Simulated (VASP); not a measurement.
## InPd: single point with PBEsol

InPd:

```
In Pd
1.0
     3.13220    0.00000    0.00000
     0.00000    3.13220    0.00000
     0.00000    0.00000    3.13220
In Pd
1 1
Direct
  0.00000 0.00000 0.00000
  0.50000 0.50000 0.50000
```

* Program: VASP 6.6.1
* Task: single point
* Functional: PBEsol
* Potentials or basis: VASP PAW PBE potentials, release 64 (In_d, Pd)
* Cutoff: 520 eV
* k mesh: 8 × 8 × 8
* Occupations: fermi-dirac, width 0.05 eV
* Spin: no spin polarisation
* Dipole correction: no
* Further INCAR settings: ALGO = Normal; EDIFF = 1e-07; NBANDS = 18

The pressure is 20.2 GPa and the band gap on the k mesh is zero (an odd number of electrons rules out a gap without spin polarisation).

Levels at points of the mesh, in eV from the Fermi level:
```csv
k point,band 9,band 10,band 11,band 12,band 13,band 14,band 15,band 16
"(0.00, 0.00, 0.00)",-2.50,-2.50,-2.50,4.47,4.47,4.47,11.27,11.64
"(0.50, 0.00, 0.00)",-3.77,-3.77,-2.64,-1.12,10.45,10.82,10.82,11.66
"(0.50, 0.50, 0.00)",-2.97,-2.80,-2.80,-1.81,2.24,3.01,10.48,11.67
"(0.50, 0.50, 0.50)",-1.76,-1.76,0.52,4.05,4.05,4.05,5.04,5.04
```

It took 17 s on 1 thread of Intel Xeon 8259CL, on a shared host, peak memory 0.15 GiB.

Caveat: the cell stands under pressure; the PAW data sets were made with another functional, which shifts forces and pressure a little; spin-orbit coupling is left out, which moves the levels of the heavy elements.
